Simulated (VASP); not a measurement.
# AlN (P1) in VASP: a series of runs, part 2 of 2

VASP 6.6.1. Earlier steps stand in the parts before.

**3. Single point, PBE (mode 4 frozen in at -0.051 Å and mode 10 at -0.030 Å (largest displacements))**

The input, INCAR:

```
PREC = Accurate ; ENCUT = 520
EDIFF = 1E-6 ; ISMEAR = 0
SIGMA = 0.05 ; LREAL = False
LASPH = True ; NELM = 80
ALGO = Normal ; ISIF = 2
LWAVE = False ; LCHARG = True
GGA = PE ; LELF = True
LVHAR = True ; NBANDS = 16
```

The input, KPOINTS:

```
Automatic mesh
0
Gamma
  6 6 6
```

The input, POSCAR:

```
AlN
1.0
    0.0000000000     -2.2015682416     -2.2015682416
   -2.2015682416      0.0000000000     -2.2015682416
    2.2015682416      2.2015682416     -4.4031364832
Al N
2 2
Direct
   -0.0058265870      0.0163251869     -0.0017685100
    0.5022895669      0.4801377930      0.4982314900
    0.3747704210      0.3946195272      0.8784066625
    0.8820429040      0.8621937979      0.3784066625
```

Potentials or basis: VASP PAW PBE potentials, release 64 (Al, N).

Command:

```console
cat potpaw_PBE.64/Al/POTCAR potpaw_PBE.64/N/POTCAR > POTCAR
mpirun -np 1 vasp_std > vasp.out
```

OUTCAR:

```text
PREC = Accurate
   ENCUT = 520
   EDIFF = 1E-6
   ISMEAR = 0
   LREAL = False
   LASPH = True
   NELM = 80
   ISIF = 2
   GGA = PE

 ion  position               nearest neighbor table
   1  0.994  0.016  0.998-   3 1.88   3 1.89   3 1.93   4 1.93   2 3.06   2 3.07   2 3.10   2 3.13
                             2 3.16   2 3.17
   2  0.502  0.480  0.498-   4 1.88   4 1.88   4 1.94   3 1.94   1 3.06   1 3.07   1 3.10   1 3.13
                             1 3.16   1 3.17
   3  0.375  0.395  0.878-   1 1.88   1 1.89   1 1.93   2 1.94
   4  0.882  0.862  0.378-   2 1.88   2 1.88   1 1.93   2 1.94

  LATTYP: Found a trigonal (rhomboedric) cell.
 ALAT       =     5.3927188258
 COS(alpha) =     0.8333333333

  Lattice vectors:

 A1 = (   2.2015682416,   4.4031364832,  -2.2015682416)
 A2 = (   4.4031364832,   2.2015682416,  -2.2015682416)
 A3 = (   2.2015682416,   2.2015682416,  -4.4031364832)

Analysis of symmetry for initial positions (statically):
=====================================================================
 Subroutine PRICEL returns:
 Original cell was already a primitive cell.

 Routine SETGRP: Setting up the symmetry group for a
 trigonal (rhombohedral) supercell.

 Subroutine GETGRP returns: Found  1 space group operations
 (whereof  1 operations were pure point group operations)
 out of a pool of 12 trial point group operations.

The static configuration has the point symmetry C_1 .

Analysis of symmetry for dynamics (positions and initial velocities):
=====================================================================
 Subroutine PRICEL returns:
 Original cell was already a primitive cell.

 Routine SETGRP: Setting up the symmetry group for a
 trigonal (rhombohedral) supercell.

 Subroutine GETGRP returns: Found  1 space group operations
 (whereof  1 operations were pure point group operations)
[... 119 lines left out ...]
   EMIN   =  10.00;   EMAX   =-10.00  energy-range for DOS
   EFERMI =   0.00;   METHOD = LEGACY
   ISMEAR =     0;   SIGMA  =   0.05  broadening in eV -4-tet -1-fermi 0-gaus
   EFERMI_NEDOS =   21; number of points for ismear=-14 and -15
   IALGO  =     38    algorithm
   IMIX   =      4    mixing-type and parameters
     AMIX     =   0.40;   BMIX     =  1.00
     AMIX_MAG =   1.60;   BMIX_MAG =  1.00
  volume/ion in A,a.u.               =      10.67        72.01
  Fermi-wavevector in a.u.,A,eV,Ry     =   1.180400  2.230633 18.957611  1.393345
  Thomas-Fermi vector in A             =   2.316693
   LORBIT       =      0    0 simple, 1 ext, 2 COOP (PROOUT), +10 PAW based schemes
   GGA     = PE    functional components
   LHFCALC =     F    Hartree Fock is set to
   AEXX    =    0.0000 exact exchange contribution
   IVDW    =     0    specifies the selected vdW correction
   LEPSILON=     F    determine dielectric tensor
   LRPA    =     F    only Hartree local field effects (RPA)
 non-spin polarized calculation
 Gauss-broadening in eV      SIGMA  =   0.05
  energy-cutoff  :      520.00
  volume of cell :       42.68
 maximum number of plane-waves:      1168
   NGX = 11   NGY = 11   NGZ = 21

 number of electron      16.0000000 magnetization

 Free energy of the ion-electron system (eV)
  ---------------------------------------------------
  ext. energy  EPLUGINS =         0.00000000
  ---------------------------------------------------
  free energy    TOTEN  =       -29.64505744 eV

  energy without entropy =      -29.64505744  energy(sigma->0) =      -29.64505744

 E-fermi :   6.1770     XC(G=0): -10.8300

 val. band max:        5.8753443817   @ k =   0.0000   0.0000   0.0000
 cond. band min:       9.0513905227   @ k =   0.5000   0.0000   0.5000
 fundamental gap:      3.1760461410
 Fermi energy:         6.1769685979

 k-point     1 :       0.0000    0.0000    0.0000
  band No.  band energies     occupation
      1      -9.0956      2.00000
      2      -7.1235      2.00000
      3       0.0325      2.00000
      4       5.1591      2.00000
      5       5.3054      2.00000
      6       5.6251      2.00000
[... 433 lines left out ...]
      3       1.2158      2.00000
      4       1.4997      2.00000
      5       2.8615      2.00000
      6       3.4626      2.00000
[... 8 lines left out ...]
     15      18.5209      0.00000
     16      19.1196      0.00000

 [... further k-points ...]
[... 5 lines left out ...]
  --------------------------------------------------------------------------------------
  -------------------------------------------------------------------------------------
  Total       -0.0421935      0.0656998     -0.0925432     -0.7248761     -0.0082515     -0.0088581
  in kB       -1.5837985      2.4661413     -3.4737496    -27.2093358     -0.3097345     -0.3325005
  external PRESSURE =      -0.8638023 kB  Pullay stress =       0.0000000 kB

 VOLUME and BASIS-vectors are now :
 -----------------------------------------------------------------------------
  energy-cutoff  :      520.00
  volume of cell :       42.68
      direct lattice vectors                 reciprocal lattice vectors
     0.000000000 -2.201568242 -2.201568242     0.113555417 -0.340666251 -0.113555417
    -2.201568242  0.000000000 -2.201568242    -0.340666251  0.113555417 -0.113555417
     2.201568242  2.201568242 -4.403136483     0.113555417  0.113555417 -0.113555417

 POSITION                                       TOTAL-FORCE (eV/Angst)
 -----------------------------------------------------------------------------------
      2.16173      0.00893     -6.62003         0.215459     -0.050705     -0.468958
      0.03983     -0.00893     -4.35666        -0.202645      0.065324     -0.791225
      1.06509      1.10879     -5.56161         0.086119     -0.025655      0.715822
     -1.06509     -1.10879     -5.50623        -0.098933      0.011036      0.544360
 -----------------------------------------------------------------------------------
    total drift:                               -0.000131     -0.000182      0.000383

  FREE ENERGIE OF THE ION-ELECTRON SYSTEM (eV)
  ---------------------------------------------------
  free  energy   TOTEN  =       -29.6450574415 eV

  energy  without entropy=      -29.6450574415  energy(sigma->0) =      -29.64505744
```

OSZICAR:

```text
N       E                     dE             d eps       ncg     rms          rms(c)
DAV:   1     0.394785791310E+02    0.39479E+02   -0.71140E+03  3696   0.865E+02
DAV:   2    -0.309692923571E+02   -0.70448E+02   -0.64388E+02  5200   0.188E+02
DAV:   3    -0.343063807800E+02   -0.33371E+01   -0.33281E+01  4208   0.414E+01
DAV:   4    -0.343275189850E+02   -0.21138E-01   -0.21136E-01  4688   0.374E+00
DAV:   5    -0.343278218331E+02   -0.30285E-03   -0.30285E-03  4184   0.445E-01    0.121E+01
DAV:   6    -0.296318247035E+02    0.46960E+01   -0.10744E+01  4344   0.236E+01    0.411E+00
DAV:   7    -0.296598656180E+02   -0.28041E-01   -0.64973E-01  3648   0.570E+00    0.292E+00
DAV:   8    -0.296496546687E+02    0.10211E-01   -0.65140E-02  3840   0.231E+00    0.598E-01
DAV:   9    -0.296446146677E+02    0.50400E-02   -0.11760E-02  4680   0.823E-01    0.248E-01
DAV:  10    -0.296451450921E+02   -0.53042E-03   -0.21690E-03  4016   0.298E-01    0.138E-01
DAV:  11    -0.296450557795E+02    0.89313E-04   -0.19293E-04  4272   0.107E-01    0.310E-02
DAV:  12    -0.296450577232E+02   -0.19437E-05   -0.10520E-05  4528   0.258E-02    0.763E-03
DAV:  13    -0.296450574415E+02    0.28173E-06   -0.29761E-06  4216   0.135E-02
   1 F= -.29645057E+02 E0= -.29645057E+02  d E =-.204922E-19
```

stdout:

```text
POSCAR found type information on POSCAR AlN
 POSCAR found :  2 types and       4 ions
 scaLAPACK will be used
 LDA part: xc-table for (Slater+PW92), standard interpolation
 POSCAR, INCAR and KPOINTS ok, starting setup
 FFT: planning ... GRIDC
 FFT: planning ... GRID_SOFT
 FFT: planning ... GRID
 WAVECAR not read
 entering main loop
```

Wall time 53 s (1 thread of AMD EPYC 7R43 (Zen 3), shared host); peak memory 0.16 GiB.

What came out:

| Property | Result |
| --- | --- |
| Free energy | -29.6451 eV |
| Pressure | -0.1 GPa |
| Largest force | 0.819 eV/Å |
| Band gap on the k mesh | 3.18 eV |

Forces on the atoms (eV/Å):
```
Al   0.215 -0.051 -0.469
Al  -0.203  0.065 -0.791
N    0.086 -0.026  0.716
N   -0.099  0.011  0.544
```

Caveat: the cell differs from its parent crystal (mode 4 frozen in at -0.051 Å and mode 10 at -0.030 Å (largest displacements)). A k mesh can miss the band edges.

**4. Single point, PBE (mode 4 frozen in at -0.051 Å and mode 10 at -0.045 Å (largest displacements))**

The input, INCAR:

```
PREC = Accurate
ENCUT = 520
EDIFF = 1E-7
ISMEAR = 0
SIGMA = 0.05
LREAL = F
LASPH = T
NELM = 100
ALGO = Normal
ISIF = 2
LWAVE = F
LCHARG = F
GGA = PE
NBANDS = 16
```

KPOINTS is that of step 3.

The input, POSCAR:

```
AlN
1.0
    0.0000000000     -2.2015682416     -2.2015682416
   -2.2015682416      0.0000000000     -2.2015682416
    2.2015682416      2.2015682416     -4.4031364832
Al N
2 2
Direct
   -0.0067108420      0.0154409319     -0.0026527651
    0.5014053119      0.4792535380      0.4973472349
    0.3764737522      0.3963228584      0.8801099938
    0.8837462353      0.8638971291      0.3801099938
```

Command:

```console
cat potpaw_PBE.64/Al/POTCAR potpaw_PBE.64/N/POTCAR > POTCAR
mpirun -np 1 vasp_std > vasp.out
```

Run time: 54 s. Hardware: 1 thread of AMD EPYC 7R43 (Zen 3), shared host; peak memory 0.16 GiB.

It converged, with:

* Free energy: -29.6093 eV
* Pressure: 0.2 GPa
* Largest force: 1.122 eV/Å
* Band gap on the k mesh: 3.12 eV

Forces on the atoms (eV/Å):
```
Al   0.219 -0.057 -0.776
Al  -0.208  0.069 -1.100
N    0.086 -0.022  1.028
N   -0.097  0.010  0.847
```

Stress tensor (GPa, compression positive):
```
 0.29 -4.11 -0.04
-4.11  0.70 -0.04
-0.04 -0.04 -0.34
```

Levels at points of the mesh, in eV from the valence-band top:
| k point | band 4 | band 5 | band 6 | band 7 | band 8 | band 9 | band 10 | band 11 | band 12 | band 13 |
| --- | --- | --- | --- | --- | --- | --- | --- | --- | --- | --- |
| (0.00, 0.00, 0.00) | -0.83 | -0.61 | -0.37 | -0.17 | 0.00 | 3.78 | 6.99 | 9.52 | 10.71 | 10.87 |
| (0.50, 0.00, 0.00) | -4.93 | -2.42 | -2.37 | -1.35 | -1.33 | 5.58 | 5.62 | 9.52 | 9.64 | 11.52 |
| (0.00, 0.50, 0.00) | -4.87 | -2.50 | -2.27 | -1.36 | -1.33 | 5.57 | 5.63 | 9.38 | 9.87 | 11.36 |
| (0.50, 0.50, 0.50) | -4.78 | -2.49 | -2.31 | -1.51 | -1.49 | 5.61 | 5.67 | 9.47 | 9.85 | 11.43 |
| (0.50, 0.50, 0.00) | -5.01 | -2.06 | -1.81 | -0.83 | -0.60 | 3.13 | 6.99 | 8.27 | 9.54 | 10.68 |
| (0.00, 0.50, 0.50) | -5.02 | -1.92 | -1.92 | -0.71 | -0.51 | 3.12 | 6.93 | 8.23 | 9.48 | 10.72 |
| (0.50, 0.00, 0.50) | -5.02 | -1.93 | -1.92 | -0.71 | -0.50 | 3.12 | 6.91 | 8.26 | 9.45 | 10.72 |
| (0.00, 0.00, 0.50) | -3.34 | -0.65 | -0.58 | -0.41 | -0.33 | 6.08 | 6.10 | 10.52 | 10.55 | 11.67 |

Caveat: the cell differs from its parent crystal (mode 4 frozen in at -0.051 Å and mode 10 at -0.045 Å (largest displacements)); forces of over 1 eV/Å act on the atoms, so gaps and moduli don't describe the material at rest. A k mesh can miss the band edges.

**5. Single point, PBE (mode 4 frozen in at -0.051 Å and mode 10 at +0.000 Å (largest displacements))**

The input, INCAR:

```
ALGO = Normal
EDIFF = 1E-6
ENCUT = 520
GGA = PE
ISIF = 2
ISMEAR = 0
LASPH = True
LCHARG = False
LREAL = False
LWAVE = False
NBANDS = 16
NELM = 80
PREC = Accurate
SIGMA = 0.05
```

The input, KPOINTS:

```
k-points
0
Gamma
  6 6 6
```

The input, POSCAR:

```
AlN
1.0
    0.0000000000     -2.2015682416     -2.2015682416
   -2.2015682416      0.0000000000     -2.2015682416
    2.2015682416      2.2015682416     -4.4031364832
Al N
2 2
Direct
   -0.0040580769      0.0180936969      0.0000000000
    0.5040580769      0.4819063031      0.5000000000
    0.3713637585      0.3912128646      0.8750000000
    0.8786362415      0.8587871354      0.3750000000
```

Command:

```console
cat potpaw_PBE.64/Al/POTCAR potpaw_PBE.64/N/POTCAR > POTCAR
mpirun -np 1 vasp_std > vasp.out
```

Wall time 62 s (1 thread of Intel Xeon Platinum 8259CL at 2.50GHz (Skylake/Cascade Lake), shared host); peak memory 0.19 GiB.

Results (log left out):

| Quantity | Value |
| --- | --- |
| Free energy | -29.6742 eV |
| Pressure | -0.3 GPa |
| Largest force | 0.260 eV/Å |
| Band gap on the k mesh | 3.29 eV |

Forces in eV/Å, atoms in the order of the input:
```
Al   0.210 -0.035  0.147
Al  -0.192  0.055 -0.166
N    0.085 -0.031  0.083
N   -0.104  0.011 -0.064
```

Stress tensor (GPa, compression positive):
```
-0.53  0.01 -0.01
 0.01 -0.12 -0.01
-0.01 -0.01 -0.36
```

Levels at points of the mesh, in eV from the valence-band top:
| k point | band 6 | band 7 | band 8 | band 9 | band 10 | band 11 |
| --- | --- | --- | --- | --- | --- | --- |
| (0.00, 0.00, 0.00) | -0.02 | -0.02 | 0.00 | 3.95 | 7.13 | 9.66 |
| (0.50, 0.00, 0.00) | -2.29 | -1.19 | -1.19 | 5.79 | 5.80 | 9.66 |
| (0.00, 0.50, 0.00) | -2.18 | -1.21 | -1.18 | 5.76 | 5.82 | 9.53 |
| (0.50, 0.50, 0.50) | -2.22 | -1.20 | -1.18 | 5.77 | 5.82 | 9.56 |
| (0.50, 0.50, 0.00) | -1.76 | -0.50 | -0.49 | 3.29 | 7.13 | 8.43 |
| (0.00, 0.50, 0.50) | -1.76 | -0.50 | -0.49 | 3.29 | 7.14 | 8.42 |
| (0.50, 0.00, 0.50) | -1.76 | -0.50 | -0.48 | 3.29 | 7.12 | 8.45 |
| (0.00, 0.00, 0.50) | -0.32 | -0.22 | -0.22 | 6.22 | 6.22 | 10.71 |

Caveat: the cell differs from its parent crystal (mode 4 frozen in at -0.051 Å and mode 10 at +0.000 Å (largest displacements)). A k mesh can miss the band edges.
